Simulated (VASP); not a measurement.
# BAs (F-43m) in VASP: single point with PBE

Aim: the single point of BAs with PBE.

Program: VASP 6.6.1. These are calculated values, not measurements. Logs are shortened: lines on timing, memory, paths and dates and some standing lists are left out, and cuts for length are marked.

## (1) The cell of the first run

Symmetry: F-43m, No. 216, cubic system. The conventional cell has a = 4.777 Å, b = 4.777 Å, c = 4.777 Å, α = 90.00°, β = 90.00°, γ = 90.00°. B (site symmetry -43m) has 4 As at 2.07 Å within 2.7 Å. Within 2.7 Å of As (site symmetry -43m) lie 4 B at 2.07 Å.

## (2) Single point, PBE

INCAR reads:

```
ALGO     = Normal         # electronic algorithm
EDIFF    = 1E-6           # SCF threshold, eV
ENCUT    = 520            # plane-wave cutoff, eV
GGA      = PE             # functional
ISIF     = 2              # what is computed and relaxed
ISMEAR   = 0              # smearing method
LASPH    = True           # aspherical terms in the spheres
LCHARG   = False          # write CHGCAR
LREAL    = False          # projectors in reciprocal space
LWAVE    = False          # write WAVECAR
NBANDS   = 11             # bands
NELM     = 80             # most SCF steps
PREC     = Accurate       # precision mode
SIGMA    = 0.05           # smearing width, eV
```

KPOINTS reads:

```
k-points
0
Gamma
  12 12 12
```

POSCAR reads:

```
BAs
1.0
    0.0000000000      2.3885000000      2.3885000000
    2.3885000000      0.0000000000      2.3885000000
    2.3885000000      2.3885000000      0.0000000000
B As
1 1
Direct
    0.0000000000      0.0000000000      0.0000000000
    0.7500000000      0.7500000000      0.7500000000
```

Potentials or basis: VASP PAW PBE potentials, release 64 (B, As).

On the command line:

```sh
$ cat potpaw_PBE.64/B/POTCAR potpaw_PBE.64/As/POTCAR > POTCAR
$ mpirun -np 1 vasp_std > vasp.out
```

OUTCAR:

```text
EDIFF = 1E-6
   ENCUT = 520
   GGA = PE
   ISIF = 2
   ISMEAR = 0
   LASPH = True
   LREAL = False
   NELM = 80
   PREC = Accurate

 ion  position               nearest neighbor table
   1  0.000  0.000  0.000-   2 2.07   2 2.07   2 2.07   2 2.07
   2  0.750  0.750  0.750-   1 2.07   1 2.07   1 2.07   1 2.07

  LATTYP: Found a face centered cubic cell.
 ALAT       =     4.7770000000

  Lattice vectors:

 A1 = (   0.0000000000,   2.3885000000,   2.3885000000)
 A2 = (   2.3885000000,   0.0000000000,   2.3885000000)
 A3 = (   2.3885000000,   2.3885000000,   0.0000000000)

Analysis of symmetry for initial positions (statically):
=====================================================================
 Subroutine PRICEL returns:
 Original cell was already a primitive cell.

 Routine SETGRP: Setting up the symmetry group for a
 face centered cubic supercell.

 Subroutine GETGRP returns: Found 24 space group operations
 (whereof 24 operations were pure point group operations)
 out of a pool of 48 trial point group operations.

The static configuration has the point symmetry T_d .

Analysis of symmetry for dynamics (positions and initial velocities):
=====================================================================
 Subroutine PRICEL returns:
 Original cell was already a primitive cell.

 Routine SETGRP: Setting up the symmetry group for a
 face centered cubic supercell.

 Subroutine GETGRP returns: Found 24 space group operations
 (whereof 24 operations were pure point group operations)
 out of a pool of 48 trial point group operations.

The dynamic configuration has the point symmetry T_d .

 Subroutine INISYM returns: Found 24 space group operations
 (whereof 24 operations are pure point group operations),
 and found     1 'primitive' translations

----------------------------------------------------------------------------------------

                                     Primitive cell

  volume of cell :      27.2525

  direct lattice vectors                    reciprocal lattice vectors
     0.000000000  2.388500000  2.388500000    -0.209336404  0.209336404  0.209336404
     2.388500000  0.000000000  2.388500000     0.209336404 -0.209336404  0.209336404
     2.388500000  2.388500000  0.000000000     0.209336404  0.209336404 -0.209336404

  length of vectors
     3.377849094  3.377849094  3.377849094     0.362581287  0.362581287  0.362581287

  position of ions in fractional coordinates (direct lattice)
     0.000000000  0.000000000  0.000000000
     0.750000000  0.750000000  0.750000000

  ion indices of the primitive-cell ions
   primitive index   ion index
                 1           1
                 2           2

----------------------------------------------------------------------------------------

 KPOINTS: k-points

Automatic generation of k-mesh.
 Grid dimensions read from file:
 generate k-points for:   12   12   12

 Generating k-lattice:

  Cartesian coordinates                     Fractional coordinates (reciprocal lattice)
    -0.017444700  0.017444700  0.017444700     0.083333333  0.000000000  0.000000000
     0.017444700 -0.017444700  0.017444700     0.000000000  0.083333333  0.000000000
     0.017444700  0.017444700 -0.017444700     0.000000000  0.000000000  0.083333333

  Length of vectors
     0.030215107  0.030215107  0.030215107

  Shift w.r.t. Gamma in fractional coordinates (k-lattice)
     0.000000000  0.000000000  0.000000000

 Subroutine IBZKPT returns following result:
 ===========================================

 Found     72 irreducible k-points:

 Following reciprocal coordinates:
            Coordinates               Weight
  0.000000  0.000000  0.000000      1.000000
  0.083333  0.000000  0.000000      8.000000
  0.166667  0.000000  0.000000      8.000000
  0.250000  0.000000  0.000000      8.000000
  0.333333  0.000000  0.000000      8.000000
  0.416667  0.000000  0.000000      8.000000
[... 16 lines left out ...]
  0.500000  0.166667  0.000000     24.000000
 -0.416667  0.166667  0.000000     24.000000
 [... further k-points ...]
   k-points           NKPTS =     72   k-points in BZ     NKDIM =     72   number of bands    NBANDS=     11
   number of dos      NEDOS =    301   number of ions     NIONS =      2
   total plane-waves  NPLWV =  21952
   dimension x,y,z NGX =    28 NGY =   28 NGZ =   28
   dimension x,y,z NGXF=    56 NGYF=   56 NGZF=   56
   ions per type =               1   1
   NGX,Y,Z   is equivalent  to a cutoff of  13.78, 13.78, 13.78 a.u.
   NGXF,Y,Z  is equivalent  to a cutoff of  27.56, 27.56, 27.56 a.u.
 SYSTEM =  unknown system
   PREC   = accura    normal or accurate (medium, high low for compatibility)
   ISTART =      0    job   : 0-new  1-cont  2-samecut
   ICHARG =      2    charge: 1-file 2-atom 10-const
   ISPIN  =      1    spin polarized calculation?
   LNONCOLLINEAR =      F non collinear calculations
   LSORBIT =      F    spin-orbit coupling
   LASPH  =      T    aspherical Exc in radial PAW
   ENCUT  =  520.0 eV  38.22 Ry    6.18 a.u.   6.28  6.28  6.28*2*pi/ulx,y,z
   NELM   =     80;   NELMIN=  2; NELMDL= -5     # of ELM steps
   EDIFF  = 0.1E-05   stopping-criterion for ELM
   LREAL  =      F    real-space projection
   EDIFFG = 0.1E-04   stopping-criterion for IOM
   NSW    =      0    number of steps for IOM
   IBRION =     -1    ionic relax: 0-MD 1-quasi-New 2-CG
   NFREE  =      0    steps in history (QN), initial steepest desc. (CG)
   ISIF   =      2    stress and relaxation
   ISYM   =      2    0-nonsym 1-usesym 2-fastsym
   POTIM  = 0.5000    time-step for ionic-motion
   TEBEG  =    0.0;   TEEND  =   0.0 temperature during run
   PSTRESS=    0.0 pullay stress
   NELECT =       8.0000    total number of electrons
   NUPDOWN=      -1.0000    fix difference up-down
   EMIN   =  10.00;   EMAX   =-10.00  energy-range for DOS
   EFERMI =   0.00;   METHOD = LEGACY
   ISMEAR =     0;   SIGMA  =   0.05  broadening in eV -4-tet -1-fermi 0-gaus
   EFERMI_NEDOS =   21; number of points for ismear=-14 and -15
   IALGO  =     38    algorithm
   IMIX   =      4    mixing-type and parameters
     AMIX     =   0.40;   BMIX     =  1.00
     AMIX_MAG =   1.60;   BMIX_MAG =  1.00
  volume/ion in A,a.u.               =      13.63        91.95
  Fermi-wavevector in a.u.,A,eV,Ry     =   1.088018  2.056057 16.106360  1.183784
  Thomas-Fermi vector in A             =   2.224191
   LORBIT       =      0    0 simple, 1 ext, 2 COOP (PROOUT), +10 PAW based schemes
   GGA     = PE    functional components
   LHFCALC =     F    Hartree Fock is set to
   AEXX    =    0.0000 exact exchange contribution
   IVDW    =     0    specifies the selected vdW correction
   LEPSILON=     F    determine dielectric tensor
   LRPA    =     F    only Hartree local field effects (RPA)
 non-spin polarized calculation
 Gauss-broadening in eV      SIGMA  =   0.05
  energy-cutoff  :      520.00
  volume of cell :       27.25
 maximum number of plane-waves:       754
 NGX is ok and might be reduce to    28
   NGX = 13   NGY = 13   NGZ = 13

 number of electron       8.0000000 magnetization

 Free energy of the ion-electron system (eV)
  ---------------------------------------------------
  ext. energy  EPLUGINS =         0.00000000
  ---------------------------------------------------
  free energy    TOTEN  =       -11.40672991 eV

  energy without entropy =      -11.40672991  energy(sigma->0) =      -11.40672991

 E-fermi :   6.3602     XC(G=0): -10.5844

 val. band max:        6.1261579603   @ k =   0.0000   0.0000   0.0000
 cond. band min:       7.3091647553   @ k =   0.4167   0.4167   0.0000
 fundamental gap:      1.1830067950
 Fermi energy:         6.3601794327

 k-point     1 :       0.0000    0.0000    0.0000
  band No.  band energies     occupation
      1      -9.2750      2.00000
      2       6.1262      2.00000
      3       6.1262      2.00000
      4       6.1262      2.00000
      5       9.4027      0.00000
      6       9.4027      0.00000
      7       9.4027      0.00000
      8      10.8129      0.00000
      9      15.7089      0.00000
     10      19.0767      0.00000
     11      19.0767      0.00000

 k-point     2 :       0.0833    0.0000    0.0000
  band No.  band energies     occupation
      1      -9.1609      2.00000
      2       5.0874      2.00000
      3       5.9074      2.00000
      4       5.9074      2.00000
      5       9.5515      0.00000
      6       9.6905      0.00000
      7       9.6905      0.00000
      8      11.4383      0.00000
      9      16.1701      0.00000
     10      18.2109      0.00000
     11      18.2109      0.00000

 k-point     3 :       0.1667    0.0000    0.0000
  band No.  band energies     occupation
      1      -8.8222      2.00000
      2       3.1681      2.00000
      3       5.4445      2.00000
      4       5.4445      2.00000
      5       9.4276      0.00000
      6      10.2894      0.00000
      7      10.2894      0.00000
      8      12.7755      0.00000
      9      17.1303      0.00000
     10      17.4167      0.00000
     11      17.4167      0.00000

 k-point     4 :       0.2500    0.0000    0.0000
  band No.  band energies     occupation
      1      -8.2736      2.00000
      2       1.1871      2.00000
      3       4.9770      2.00000
      4       4.9770      2.00000
      5       9.1922      0.00000
      6      10.7780      0.00000
      7      10.7780      0.00000
      8      14.0248      0.00000
      9      17.3552      0.00000
     10      17.3552      0.00000
     11      17.4222      0.00000
[... 239 lines left out ...]
 k-point    22 :       0.4167    0.1667    0.0000
  band No.  band energies     occupation
      1      -6.9175      2.00000
      2      -0.9316      2.00000
      3       2.9276      2.00000
      4       3.4748      2.00000
      5       9.0537      0.00000
      6      11.6730      0.00000
      7      12.7798      0.00000
      8      13.1398      0.00000
      9      17.8925      0.00000
     10      19.9880      0.00000
     11      20.9211      0.00000

 k-point    23 :       0.5000    0.1667    0.0000
  band No.  band energies     occupation
      1      -6.2348      2.00000
      2      -2.0829      2.00000
      3       2.4677      2.00000
      4       3.5356      2.00000
      5       9.1654      0.00000
      6      11.6699      0.00000
      7      12.4949      0.00000
      8      14.4137      0.00000
      9      17.8373      0.00000
     10      20.5723      0.00000
     11      20.8435      0.00000

 k-point    24 :      -0.4167    0.1667    0.0000
  band No.  band energies     occupation
      1      -6.1060      2.00000
      2      -2.2718      2.00000
      3       2.1713      2.00000
      4       3.7835      2.00000
      5       9.3619      0.00000
      6      11.6669      0.00000
      7      12.1675      0.00000
      8      15.3449      0.00000
      9      17.6903      0.00000
     10      19.0241      0.00000
     11      20.6117      0.00000

 [... further k-points ...]
[... 5 lines left out ...]
  --------------------------------------------------------------------------------------
  -------------------------------------------------------------------------------------
  Total        0.5826282      0.5826282      0.5826282     -0.0000000     -0.0000000     -0.0000000
  in kB       34.2528207     34.2528207     34.2528207     -0.0000000     -0.0000000     -0.0000000
  external PRESSURE =      34.2528207 kB  Pullay stress =       0.0000000 kB

 VOLUME and BASIS-vectors are now :
 -----------------------------------------------------------------------------
  energy-cutoff  :      520.00
  volume of cell :       27.25
      direct lattice vectors                 reciprocal lattice vectors
     0.000000000  2.388500000  2.388500000    -0.209336404  0.209336404  0.209336404
     2.388500000  0.000000000  2.388500000     0.209336404 -0.209336404  0.209336404
     2.388500000  2.388500000  0.000000000     0.209336404  0.209336404 -0.209336404

 POSITION                                       TOTAL-FORCE (eV/Angst)
 -----------------------------------------------------------------------------------
      0.00000      0.00000      0.00000         0.000000      0.000000      0.000000
      3.58275      3.58275      3.58275        -0.000000     -0.000000     -0.000000
 -----------------------------------------------------------------------------------
    total drift:                                0.000000      0.000000      0.000000

  FREE ENERGIE OF THE ION-ELECTRON SYSTEM (eV)
  ---------------------------------------------------
  free  energy   TOTEN  =       -11.4067299134 eV

  energy  without entropy=      -11.4067299134  energy(sigma->0) =      -11.40672991
```

It took 24 s on 1 thread of Intel Xeon Platinum 8259CL at 2.50GHz (Skylake/Cascade Lake), shared host; peak memory 0.17 GiB.

Results:

```yaml
Free_energy: -11.4067 eV
Pressure: 3.4 GPa
Band_gap_on_the_k_mesh: 1.18 eV, indirect (least direct gap 3.28 eV)
```

Levels at points of the mesh, in eV from the valence-band top:
| k point | band 1 | band 2 | band 3 | band 4 | band 5 | band 6 | band 7 | band 8 | band 9 |
| --- | --- | --- | --- | --- | --- | --- | --- | --- | --- |
| (0.00, 0.00, 0.00) | -15.40 | 0.00 | 0.00 | 0.00 | 3.28 | 3.28 | 3.28 | 4.69 | 9.58 |
| (0.50, 0.00, 0.00) | -12.53 | -8.79 | -1.82 | -1.82 | 2.69 | 4.78 | 4.78 | 8.86 | 12.72 |
| (0.50, 0.50, 0.00) | -11.21 | -8.53 | -4.08 | -4.08 | 1.43 | 1.44 | 11.37 | 11.37 | 12.86 |

A k mesh can miss the band edges. A hybrid or GW would open this gap; PBE tends to underestimate it.
